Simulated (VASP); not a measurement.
# Ni (Fm-3m) in VASP: a series of runs

Runs on Ni. Level: PBEsol. Tasks: single point.

Program: VASP 6.6.1. These are calculated values, not measurements. Logs are shortened: lines on timing, memory, paths and dates and some standing lists are left out, and cuts for length are marked.

**1. The cell of the first run**

The structure is cubic, space group Fm-3m (No. 225). Conventional cell: a = 3.524 Å, b = 3.524 Å, c = 3.524 Å, α = 90.00°, β = 90.00°, γ = 90.00°. Ni (site symmetry m-3m) has 12 Ni at 2.49 Å within 3.3 Å.

**2. Single point, PBEsol, collinear spin, zero start**

Contents of INCAR:

```
PREC     = Accurate       # precision mode
ENCUT    = 520            # plane-wave cutoff, eV
EDIFF    = 1E-7           # SCF threshold, eV
ISMEAR   = -1             # smearing method
SIGMA    = 0.1            # smearing width, eV
LREAL    = False          # projectors in reciprocal space
LASPH    = True           # aspherical terms in the spheres
NELM     = 150            # most SCF steps
ALGO     = Normal         # electronic algorithm
ISIF     = 2              # what is computed and relaxed
LWAVE    = False          # write WAVECAR
LCHARG   = False          # write CHGCAR
ISPIN    = 2              # spin polarisation
MAGMOM   = 0              # initial moments
LORBIT   = 11             # projections on sites
NUPDOWN  = 0.0            # fixed moment
LMAXMIX  = 4              # l up to which the mixer works
GGA      = PS             # functional
NBANDS   = 15             # bands
```

Contents of KPOINTS:

```
Automatic mesh
0
Gamma
  6 6 6
```

Contents of POSCAR:

```
Ni
1.0
    0.0000000000      1.7619350000      1.7619350000
    1.7619350000      0.0000000000      1.7619350000
    1.7619350000      1.7619350000      0.0000000000
Ni
1
Direct
    0.0000000000      0.0000000000      0.0000000000
```

Potentials or basis: VASP PAW PBE potentials, release 64 (Ni).

Run with:

```console
cat potpaw_PBE.64/Ni/POTCAR > POTCAR
mpirun -np 1 vasp_std > vasp.out
```

OUTCAR:

```text
PREC = Accurate
   ENCUT = 520
   EDIFF = 1E-7
   ISMEAR = -1
   LREAL = False
   LASPH = True
   NELM = 150
   ISIF = 2
   ISPIN = 2
   LORBIT = 11
   NUPDOWN = 0.0
   GGA = PS

 ion  position               nearest neighbor table
   1  0.000  0.000  0.000-

  LATTYP: Found a face centered cubic cell.
 ALAT       =     3.5238700000

  Lattice vectors:

 A1 = (   0.0000000000,   1.7619350000,   1.7619350000)
 A2 = (   1.7619350000,   0.0000000000,   1.7619350000)
 A3 = (   1.7619350000,   1.7619350000,   0.0000000000)

Analysis of symmetry for initial positions (statically):
=====================================================================
 Subroutine PRICEL returns:
 Original cell was already a primitive cell.

 Routine SETGRP: Setting up the symmetry group for a
 face centered cubic supercell.

 Subroutine GETGRP returns: Found 48 space group operations
 (whereof 48 operations were pure point group operations)
 out of a pool of 48 trial point group operations.

The static configuration has the point symmetry O_h .

Analysis of symmetry for dynamics (positions and initial velocities):
=====================================================================
 Subroutine PRICEL returns:
 Original cell was already a primitive cell.

 Routine SETGRP: Setting up the symmetry group for a
 face centered cubic supercell.

 Subroutine GETGRP returns: Found 48 space group operations
 (whereof 48 operations were pure point group operations)
 out of a pool of 48 trial point group operations.

The dynamic configuration has the point symmetry O_h .

Analysis of structural, dynamic, and magnetic symmetry:
=====================================================================
 Subroutine PRICEL returns:
 Original cell was already a primitive cell.

 Routine SETGRP: Setting up the symmetry group for a
 face centered cubic supercell.

 Subroutine GETGRP returns: Found 48 space group operations
 (whereof 48 operations were pure point group operations)
 out of a pool of 48 trial point group operations.

The overall configuration has the point symmetry O_h .

 Subroutine INISYM returns: Found 48 space group operations
 (whereof 48 operations are pure point group operations),
 and found     1 'primitive' translations

----------------------------------------------------------------------------------------

                                     Primitive cell

  volume of cell :      10.9396

  direct lattice vectors                    reciprocal lattice vectors
     0.000000000  1.761935000  1.761935000    -0.283778914  0.283778914  0.283778914
     1.761935000  0.000000000  1.761935000     0.283778914 -0.283778914  0.283778914
     1.761935000  1.761935000  0.000000000     0.283778914  0.283778914 -0.283778914

  length of vectors
     2.491752373  2.491752373  2.491752373     0.491519496  0.491519496  0.491519496

  position of ions in fractional coordinates (direct lattice)
     0.000000000  0.000000000  0.000000000

  ion indices of the primitive-cell ions
   primitive index   ion index
                 1           1

----------------------------------------------------------------------------------------

 KPOINTS: Automatic mesh

Automatic generation of k-mesh.
 Grid dimensions read from file:
 generate k-points for:    6    6    6

 Generating k-lattice:

  Cartesian coordinates                     Fractional coordinates (reciprocal lattice)
    -0.047296486  0.047296486  0.047296486     0.166666667  0.000000000  0.000000000
     0.047296486 -0.047296486  0.047296486     0.000000000  0.166666667  0.000000000
     0.047296486  0.047296486 -0.047296486     0.000000000  0.000000000  0.166666667

  Length of vectors
     0.081919916  0.081919916  0.081919916

  Shift w.r.t. Gamma in fractional coordinates (k-lattice)
     0.000000000  0.000000000  0.000000000

 Subroutine IBZKPT returns following result:
 ===========================================

 Found     16 irreducible k-points:

 Following reciprocal coordinates:
            Coordinates               Weight
  0.000000  0.000000  0.000000      1.000000
  0.166667  0.000000  0.000000      8.000000
  0.333333  0.000000  0.000000      8.000000
  0.500000  0.000000  0.000000      4.000000
  0.166667  0.166667  0.000000      6.000000
  0.333333  0.166667  0.000000     24.000000
[... 8 lines left out ...]
 -0.333333  0.333333  0.166667     24.000000
 -0.333333  0.500000  0.166667     12.000000
   k-points           NKPTS =     16   k-points in BZ     NKDIM =     16   number of bands    NBANDS=     15
   number of dos      NEDOS =    301   number of ions     NIONS =      1
   total plane-waves  NPLWV =   8000
   dimension x,y,z NGX =    20 NGY =   20 NGZ =   20
   dimension x,y,z NGXF=    40 NGYF=   40 NGZF=   40
   ions per type =               1
   NGX,Y,Z   is equivalent  to a cutoff of  13.34, 13.34, 13.34 a.u.
   NGXF,Y,Z  is equivalent  to a cutoff of  26.69, 26.69, 26.69 a.u.
 SYSTEM =  unknown system
   PREC   = accura    normal or accurate (medium, high low for compatibility)
   ISTART =      0    job   : 0-new  1-cont  2-samecut
   ICHARG =      2    charge: 1-file 2-atom 10-const
   ISPIN  =      2    spin polarized calculation?
   LNONCOLLINEAR =      F non collinear calculations
   LSORBIT =      F    spin-orbit coupling
   LASPH  =      T    aspherical Exc in radial PAW
   ENCUT  =  520.0 eV  38.22 Ry    6.18 a.u.   4.63  4.63  4.63*2*pi/ulx,y,z
   NELM   =    150;   NELMIN=  2; NELMDL= -5     # of ELM steps
   EDIFF  = 0.1E-06   stopping-criterion for ELM
   LREAL  =      F    real-space projection
   EDIFFG = 0.1E-05   stopping-criterion for IOM
   NSW    =      0    number of steps for IOM
   IBRION =     -1    ionic relax: 0-MD 1-quasi-New 2-CG
   NFREE  =      0    steps in history (QN), initial steepest desc. (CG)
   ISIF   =      2    stress and relaxation
   ISYM   =      2    0-nonsym 1-usesym 2-fastsym
   POTIM  = 0.5000    time-step for ionic-motion
   TEBEG  =    0.0;   TEEND  =   0.0 temperature during run
   PSTRESS=    0.0 pullay stress
   NELECT =      10.0000    total number of electrons
   NUPDOWN=       0.0000    fix difference up-down
   EMIN   =  10.00;   EMAX   =-10.00  energy-range for DOS
   EFERMI =   0.00;   METHOD = LEGACY
   ISMEAR =    -1;   SIGMA  =   0.10  broadening in eV -4-tet -1-fermi 0-gaus
   EFERMI_NEDOS =   21; number of points for ismear=-14 and -15
   IALGO  =     38    algorithm
   IMIX   =      4    mixing-type and parameters
     AMIX     =   0.40;   BMIX     =  1.00
     AMIX_MAG =   1.60;   BMIX_MAG =  1.00
  volume/ion in A,a.u.               =      10.94        73.82
  Fermi-wavevector in a.u.,A,eV,Ry     =   1.588821  3.002436 34.345893  2.524352
  Thomas-Fermi vector in A             =   2.687765
   LORBIT       =     11    0 simple, 1 ext, 2 COOP (PROOUT), +10 PAW based schemes
   GGA     = PS    functional components
   LHFCALC =     F    Hartree Fock is set to
   AEXX    =    0.0000 exact exchange contribution
   IVDW    =     0    specifies the selected vdW correction
   LEPSILON=     F    determine dielectric tensor
   LRPA    =     F    only Hartree local field effects (RPA)
 spin polarized calculation
  energy-cutoff  :      520.00
  volume of cell :       10.94
 maximum number of plane-waves:       304
 NGX is ok and might be reduce to    20
   NGX =  9   NGY =  9   NGZ =  9

 number of electron      10.0000010 magnetization      -0.0000000

 number of electron      10.0000010 magnetization       0.0000000

 Free energy of the ion-electron system (eV)
  ---------------------------------------------------
  ext. energy  EPLUGINS =         0.00000000
  ---------------------------------------------------
  free energy    TOTEN  =        -6.13242889 eV

  energy without entropy =       -6.04624351  energy(sigma->0) =       -6.08933620

 E-fermi :   8.8597     XC(G=0): -13.4067

 val. band max:        8.8588192871   @ k =   0.5000   0.0000   0.0000
 cond. band min:       8.8840535903   @ k =   0.5000   0.1667   0.0000
 fundamental gap:      0.0252343033
 Fermi energy:         8.8596542526

 spin component 1

 k-point     1 :       0.0000    0.0000    0.0000
  band No.  band energies     occupation
      1       0.0822      1.00000
      2       7.0331      1.00000
      3       7.0331      1.00000
      4       7.0331      1.00000
      5       8.1354      0.99928
      6       8.1354      0.99928
      7      32.7066      0.00000
      8      36.5565      0.00000
      9      36.5565      0.00000
     10      36.5565      0.00000
     11      39.5058      0.00000
     12      39.5058      0.00000
     13      39.5058      0.00000
     14      42.4533      0.00000
     15      48.7762      0.00000
[... 253 lines left out ...]
 k-point    16 :      -0.3333    0.5000    0.1667
  band No.  band energies     occupation
      1       5.2697      1.00000
      2       5.7067      1.00000
      3       7.2192      1.00000
      4       8.3105      0.99590
      5       9.0357      0.14674
      6      14.5058      0.00000
      7      18.7472      0.00000
      8      19.4566      0.00000
      9      21.0725      0.00000
     10      34.8104      0.00000
     11      38.1926      0.00000
     12      44.7490      0.00000
     13      50.2655      0.00000
     14      56.1652      0.00000
     15      57.0641      0.00000
 Fermi energy:         8.8596553936

 spin component 2

 k-point     1 :       0.0000    0.0000    0.0000
  band No.  band energies     occupation
      1       0.0822      1.00000
      2       7.0331      1.00000
      3       7.0331      1.00000
      4       7.0331      1.00000
      5       8.1354      0.99928
      6       8.1354      0.99928
      7      32.7066      0.00000
      8      36.5565      0.00000
      9      36.5565      0.00000
     10      36.5565      0.00000
     11      39.5058      0.00000
     12      39.5058      0.00000
     13      39.5058      0.00000
     14      42.4533      0.00000
     15      48.7761      0.00000
[... 253 lines left out ...]
 k-point    16 :      -0.3333    0.5000    0.1667
  band No.  band energies     occupation
      1       5.2697      1.00000
      2       5.7067      1.00000
      3       7.2192      1.00000
      4       8.3105      0.99590
      5       9.0357      0.14674
      6      14.5058      0.00000
      7      18.7472      0.00000
      8      19.4566      0.00000
      9      21.0725      0.00000
     10      34.8104      0.00000
     11      38.1926      0.00000
     12      44.7490      0.00000
     13      50.2655      0.00000
     14      56.1652      0.00000
     15      57.0641      0.00000

------------------------ aborting loop because EDIFF is reached ----------------------------------------

  FORCE on cell =-STRESS in cart. coord.  units (eV):
  Direction    XX          YY          ZZ          XY          YZ          ZX
  --------------------------------------------------------------------------------------
  -------------------------------------------------------------------------------------
  Total       -0.8072116     -0.8072116     -0.8072116      0.0000000      0.0000000      0.0000000
  in kB     -118.2220084   -118.2220084   -118.2220084      0.0000000      0.0000000      0.0000000
  external PRESSURE =    -118.2220084 kB  Pullay stress =       0.0000000 kB

 VOLUME and BASIS-vectors are now :
 -----------------------------------------------------------------------------
  energy-cutoff  :      520.00
  volume of cell :       10.94
      direct lattice vectors                 reciprocal lattice vectors
     0.000000000  1.761935000  1.761935000    -0.283778914  0.283778914  0.283778914
     1.761935000  0.000000000  1.761935000     0.283778914 -0.283778914  0.283778914
     1.761935000  1.761935000  0.000000000     0.283778914  0.283778914 -0.283778914

 POSITION                                       TOTAL-FORCE (eV/Angst)
 -----------------------------------------------------------------------------------
      0.00000      0.00000      0.00000         0.000000      0.000000      0.000000
 -----------------------------------------------------------------------------------
    total drift:                               -0.000000     -0.000000     -0.000000

  FREE ENERGIE OF THE ION-ELECTRON SYSTEM (eV)
  ---------------------------------------------------
  free  energy   TOTEN  =        -6.1324288916 eV

  energy  without entropy=       -6.0462435126  energy(sigma->0) =       -6.08933620

 total charge

# of ion       s       p       d       tot
------------------------------------------
    1        0.498   0.499   8.304   9.302

 magnetization (x)

# of ion       s       p       d       tot
------------------------------------------
    1       -0.000  -0.000   0.000   0.000
```

It took 5.4 s on 1 thread of AMD EPYC 9R45 (Zen 5), shared host; peak memory 0.1 GiB.

Results:

```
Free energy                                           : -6.1324 eV
Pressure                                              : -11.8 GPa
Net moment                                            : 0.00 μB per cell
Valence electrons inside the program's atomic spheres : Ni 9.30
```

Caveat: the k points lie up to 0.51 Å⁻¹ apart; the PAW data sets were made with another functional, which shifts forces and pressure a little; the total moment is fixed, so each spin has its own Fermi level.

[end of part 1 of 2]
